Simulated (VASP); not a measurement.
Crystal: Ge.

```xyz
12
Lattice="5.9300 0.0000 0.0000 0.0000 5.9300 0.0000 0.0000 0.0000 6.9800" Properties=species:S:1:pos:R:3 pbc="T T T"
Ge    0.4447    0.4447    0.0000
Ge    2.5202    3.4097    5.2350
Ge    5.4852    5.4852    3.4900
Ge    3.4097    2.5202    1.7450
Ge    0.9885    2.2237    1.7450
Ge    0.7412    3.9535    0.0000
Ge    4.9415    3.7062    5.2350
Ge    5.1887    1.9765    3.4900
Ge    3.9535    0.7412    0.0000
Ge    3.7062    4.9415    1.7450
Ge    1.9765    5.1887    3.4900
Ge    2.2237    0.9885    5.2350
```

| Property | Result |
| --- | --- |
| Program | VASP 6.6.1 |
| Task | relaxation of shape and atoms at fixed volume |
| Functional | PBEsol |
| Potentials or basis | VASP PAW PBE potentials, release 64 (Ge_d) |
| Cutoff | 600 eV |
| k mesh | 5 × 5 × 4 |
| Occupations | fermi-dirac, width 0.1 eV |
| Spin | no spin polarisation |

At the start: pressure 0.5 GPa; volume 20.45 Å³/atom.

How do energy, volume and symmetry change on relaxing?

Over 11 steps the energy falls by 15.4 meV/atom; space group P4_32_12 (No. 96, to 0.1 Å) before and after.

The path:
```
step  energy change (eV)  largest force (eV/Å)  pressure (GPa)  volume (Å³)
   1              0.0000                0.8489            0.52       245.45
   2             -0.1179                0.2135            0.46       245.45
   3             -0.1204                0.2409            0.47       245.45
   4             -0.1512                0.1423            0.44       245.45
   5             -0.1613                0.0958            0.46       245.45
   6             -0.1659                0.0765            0.37       245.45
   7             -0.1760                0.0956            0.16       245.45
   8             -0.1781                0.1906           -0.26       245.45
   9             -0.1801                0.1542           -0.10       245.45
  10             -0.1830                0.1081           -0.12       245.45
  11             -0.1851                0.0393           -0.22       245.45
```

Final structure:
```cif
data_structure
_symmetry_space_group_name_H-M 'P 1'
_symmetry_Int_Tables_number 1
_cell_length_a 5.9406
_cell_length_b 5.9406
_cell_length_c 6.9552
_cell_angle_alpha 90.000
_cell_angle_beta 90.000
_cell_angle_gamma 90.000
_cell_volume 245.45
loop_
_atom_site_label
_atom_site_type_symbol
_atom_site_fract_x
_atom_site_fract_y
_atom_site_fract_z
_atom_site_occupancy
Ge1 Ge 0.08775 0.08775 0.00000 1
Ge2 Ge 0.41225 0.58775 0.75000 1
Ge3 Ge 0.91225 0.91225 0.50000 1
Ge4 Ge 0.58775 0.41225 0.25000 1
Ge5 Ge 0.17122 0.36960 0.25710 1
Ge6 Ge 0.13040 0.67122 0.00710 1
Ge7 Ge 0.82878 0.63040 0.75710 1
Ge8 Ge 0.86960 0.32878 0.50710 1
Ge9 Ge 0.67122 0.13040 0.99290 1
Ge10 Ge 0.63040 0.82878 0.24290 1
Ge11 Ge 0.32878 0.86960 0.49290 1
Ge12 Ge 0.36960 0.17122 0.74290 1
```

Where two steps share one volume, the run began anew on that cell with a basis built for it.

Caveat: the PAW data sets were made with another functional, which shifts forces and pressure a little; the relaxation stopped at a loose force limit of 0.05 eV/Å, so its end isn't a converged minimum.
